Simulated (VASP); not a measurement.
# LiCl (Fm-3m) in VASP: further runs, part 2 of 2

VASP 6.6.1. Earlier steps stand in the parts before.

**3. Single point, PBE**

Contents of INCAR:

```
SYSTEM = LiCl
PREC = Accurate
ENCUT = 520
EDIFF = 1E-6
ISMEAR = -1
SIGMA = 0.05
LREAL = .False.
LASPH = .True.
NELM = 80
ALGO = Normal
ISIF = 2
LWAVE = .False.
LCHARG = .True.
GGA = PE
LELF = .True.
LVHAR = .True.
NBANDS = 12
```

Contents of KPOINTS:

```
regular mesh
0
Gamma
  5 5 5
  0 0 0
```

Contents of POSCAR:

```
LiCl
1.0
    0.0000000000      2.5647700000      2.5647700000
    2.5647700000      0.0000000000      2.5647700000
    2.5647700000      2.5647700000      0.0000000000
Cl Li
1 1
Direct
    0.5000000000      0.5000000000      0.5000000000
    0.0000000000      0.0000000000      0.0000000000
```

Potentials or basis: VASP PAW PBE potentials, release 64 (Cl, Li_sv).

On the command line:

```
$ cat potpaw_PBE.64/Cl/POTCAR potpaw_PBE.64/Li_sv/POTCAR > POTCAR
$ mpirun -np 1 vasp_std > vasp.out
```

OUTCAR:

```text
SYSTEM = LiCl
   PREC = Accurate
   ENCUT = 520
   EDIFF = 1E-6
   ISMEAR = -1
   LREAL = .False.
   LASPH = .True.
   NELM = 80
   ISIF = 2
   GGA = PE

 ion  position               nearest neighbor table
   1  0.500  0.500  0.500-   2 2.56   2 2.56   2 2.56   2 2.56   2 2.56   2 2.56
   2  0.000  0.000  0.000-   1 2.56   1 2.56   1 2.56   1 2.56   1 2.56   1 2.56

  LATTYP: Found a face centered cubic cell.
 ALAT       =     5.1295400000

  Lattice vectors:

 A1 = (   0.0000000000,   2.5647700000,   2.5647700000)
 A2 = (   2.5647700000,   0.0000000000,   2.5647700000)
 A3 = (   2.5647700000,   2.5647700000,   0.0000000000)

Analysis of symmetry for initial positions (statically):
=====================================================================
 Subroutine PRICEL returns:
 Original cell was already a primitive cell.

 Routine SETGRP: Setting up the symmetry group for a
 face centered cubic supercell.

 Subroutine GETGRP returns: Found 48 space group operations
 (whereof 48 operations were pure point group operations)
 out of a pool of 48 trial point group operations.

The static configuration has the point symmetry O_h .

Analysis of symmetry for dynamics (positions and initial velocities):
=====================================================================
 Subroutine PRICEL returns:
 Original cell was already a primitive cell.

 Routine SETGRP: Setting up the symmetry group for a
 face centered cubic supercell.

 Subroutine GETGRP returns: Found 48 space group operations
 (whereof 48 operations were pure point group operations)
 out of a pool of 48 trial point group operations.

The dynamic configuration has the point symmetry O_h .

 Subroutine INISYM returns: Found 48 space group operations
 (whereof 48 operations are pure point group operations),
 and found     1 'primitive' translations

----------------------------------------------------------------------------------------
[... 104 lines left out ...]
   LHFCALC =     F    Hartree Fock is set to
   AEXX    =    0.0000 exact exchange contribution
   IVDW    =     0    specifies the selected vdW correction
   LEPSILON=     F    determine dielectric tensor
   LRPA    =     F    only Hartree local field effects (RPA)
 non-spin polarized calculation
  energy-cutoff  :      520.00
  volume of cell :       33.74
 maximum number of plane-waves:       922
   NGX = 13   NGY = 13   NGZ = 13

 number of electron      10.0000005 magnetization

 Free energy of the ion-electron system (eV)
  ---------------------------------------------------
  ext. energy  EPLUGINS =         0.00000000
  ---------------------------------------------------
  free energy    TOTEN  =        -7.38481176 eV

  energy without entropy =       -7.38481176  energy(sigma->0) =       -7.38481176

 E-fermi :   1.8059     XC(G=0):  -8.7303

 val. band max:        0.5807570578   @ k =   0.0000   0.0000   0.0000
 cond. band min:       6.9212261378   @ k =   0.0000   0.0000   0.0000
 fundamental gap:      6.3404690800
 Fermi energy:         1.8058641619

 k-point     1 :       0.0000    0.0000    0.0000
  band No.  band energies     occupation
      1     -42.9439      2.00000
      2     -12.8158      2.00000
      3       0.5808      2.00000
      4       0.5808      2.00000
      5       0.5808      2.00000
      6       6.9212      0.00000
      7      12.5184      0.00000
      8      12.5184      0.00000
      9      12.5184      0.00000
     10      15.1082      0.00000
     11      15.1083      0.00000
     12      15.1254      0.00000
[... 121 lines left out ...]
 k-point    10 :      -0.4000    0.4000    0.2000
  band No.  band energies     occupation
      1     -42.9406      2.00000
      2     -12.0707      2.00000
      3      -1.7444      2.00000
      4      -1.1438      2.00000
      5      -0.2815      2.00000
      6       9.8059      0.00000
      7      10.2017      0.00000
      8      10.4534      0.00000
      9      12.3150      0.00000
     10      15.4537      0.00000
     11      17.1148      0.00000
     12      19.3269      0.00000

------------------------ aborting loop because EDIFF is reached ----------------------------------------

  FORCE on cell =-STRESS in cart. coord.  units (eV):
  Direction    XX          YY          ZZ          XY          YZ          ZX
  --------------------------------------------------------------------------------------
  -------------------------------------------------------------------------------------
  Total        0.0639094      0.0639094      0.0639094      0.0000000      0.0000000      0.0000000
  in kB        3.0345888      3.0345888      3.0345888      0.0000000      0.0000000      0.0000000
  external PRESSURE =       3.0345888 kB  Pullay stress =       0.0000000 kB

 VOLUME and BASIS-vectors are now :
 -----------------------------------------------------------------------------
  energy-cutoff  :      520.00
  volume of cell :       33.74
      direct lattice vectors                 reciprocal lattice vectors
     0.000000000  2.564770000  2.564770000    -0.194949255  0.194949255  0.194949255
     2.564770000  0.000000000  2.564770000     0.194949255 -0.194949255  0.194949255
     2.564770000  2.564770000  0.000000000     0.194949255  0.194949255 -0.194949255

 POSITION                                       TOTAL-FORCE (eV/Angst)
 -----------------------------------------------------------------------------------
      2.56477      2.56477      2.56477        -0.000000      0.000000      0.000000
      0.00000      0.00000      0.00000         0.000000     -0.000000     -0.000000
 -----------------------------------------------------------------------------------
    total drift:                                0.000000      0.000000      0.000000

  FREE ENERGIE OF THE ION-ELECTRON SYSTEM (eV)
  ---------------------------------------------------
  free  energy   TOTEN  =        -7.3848117596 eV

  energy  without entropy=       -7.3848117596  energy(sigma->0) =       -7.38481176
```

stdout:

```text
POSCAR found type information on POSCAR ClLi
 POSCAR found :  2 types and       2 ions
 scaLAPACK will be used
 LDA part: xc-table for (Slater+PW92), standard interpolation
 POSCAR, INCAR and KPOINTS ok, starting setup
 FFT: planning ... GRIDC
 FFT: planning ... GRID_SOFT
 FFT: planning ... GRID
 WAVECAR not read
 entering main loop
```

It took 2.9 s on 1 thread of Intel Xeon 6975P-C (Granite Rapids), shared host; peak memory 0.14 GiB.

What came out:

- Free energy: -7.3848 eV
- Band gap on the k mesh: 6.34 eV, direct

Caveat: the k points lie up to 0.42 Å⁻¹ apart; the cutoff is under 1.25 times the usual one of these potentials, so pressure, stress and relaxed cells hold a basis-set (Pulay) error. PBE gaps usually lie below the measured ones, often by a third to a half.

**4. Single point, RPBE**

Contents of INCAR:

```
PREC     = Accurate       # precision mode
ENCUT    = 520            # plane-wave cutoff, eV
EDIFF    = 1E-6           # SCF threshold, eV
ISMEAR   = -1             # smearing method
SIGMA    = 0.05           # smearing width, eV
LREAL    = F              # projectors in reciprocal space
LASPH    = T              # aspherical terms in the spheres
NELM     = 80             # most SCF steps
ALGO     = Normal         # electronic algorithm
ISIF     = 2              # what is computed and relaxed
LWAVE    = F              # write WAVECAR
LCHARG   = T              # write CHGCAR
GGA      = RP             # functional
LELF     = T              # ELF
LVHAR    = T            
NBANDS   = 12             # bands
```

Contents of KPOINTS:

```
Automatic mesh
0
Gamma
  5 5 5
```

POSCAR is that of step 3.

On the command line:

```
$ cat potpaw_PBE.64/Cl/POTCAR potpaw_PBE.64/Li_sv/POTCAR > POTCAR
$ mpirun -np 1 vasp_std > vasp.out
```

Wall time 3 s (1 thread of Intel Xeon 6975P-C (Granite Rapids), shared host); peak memory 0.14 GiB.

Results (log left out):

```
Free energy            : -7.0077 eV
Band gap on the k mesh : 6.60 eV, direct
```

Levels at points of the mesh, in eV from the valence-band top:
```csv
k point,band 2,band 3,band 4,band 5,band 6,band 7,band 8,band 9
"(0.00, 0.00, 0.00)",-13.39,0.00,0.00,0.00,6.60,12.04,12.04,12.04
```

Caveat: the k points lie up to 0.42 Å⁻¹ apart; the cutoff is under 1.25 times the usual one of these potentials, so pressure, stress and relaxed cells hold a basis-set (Pulay) error; the PAW data sets were made with another functional, which shifts forces and pressure a little. A hybrid or GW would open this gap; RPBE tends to underestimate it.

**5. Single point, revPBE**

Contents of INCAR:

```
PREC = Accurate
ENCUT = 520
EDIFF = 1E-6
ISMEAR = -1
SIGMA = 0.05
LREAL = False
LASPH = True
NELM = 80
ALGO = Normal
ISIF = 2
LWAVE = False
LCHARG = False
GGA = RE
NBANDS = 12
```

KPOINTS is that of step 4.

POSCAR is that of step 4.

On the command line:

```
$ cat potpaw_PBE.64/Cl/POTCAR potpaw_PBE.64/Li_sv/POTCAR > POTCAR
$ mpirun -np 1 vasp_std > vasp.out
```

Run time: 2.7 s. Hardware: 1 thread of Intel Xeon 6975P-C (Granite Rapids), shared host; peak memory 0.14 GiB.

Results (log left out):

- Free energy: -7.0097 eV
- Band gap on the k mesh: 6.54 eV, direct

Levels at points of the mesh, in eV from the valence-band top:
| k point | band 3 | band 4 | band 5 | band 6 | band 7 | band 8 |
| --- | --- | --- | --- | --- | --- | --- |
| (0.00, 0.00, 0.00) | 0.00 | 0.00 | 0.00 | 6.54 | 12.01 | 12.01 |

Caveat: the k points lie up to 0.42 Å⁻¹ apart; the cutoff is under 1.25 times the usual one of these potentials, so pressure, stress and relaxed cells hold a basis-set (Pulay) error; the PAW data sets were made with another functional, which shifts forces and pressure a little.

**6. Summary**

| level | gap on the mesh (eV) |
| --- | --- |
| PBE | 6.34 |
| RPBE | 6.60 |
| revPBE | 6.54 |

Alike in all rows: task single point; potentials or basis VASP PAW PBE potentials, release 64 (Cl, Li_sv); no spin polarisation; cell as given; k mesh 5 × 5 × 5; cutoff (eV) 520; smearing fermi-dirac 0.05 eV.

Caveats: all runs use coarse meshes; the cutoff is under 1.25 times the usual one of these potentials, so pressure, stress and relaxed cells hold a basis-set (Pulay) error; the PAW data sets were made with another functional, which shifts forces and pressure a little (some runs).

Absolute energies hang on the potentials; compare differences alone.
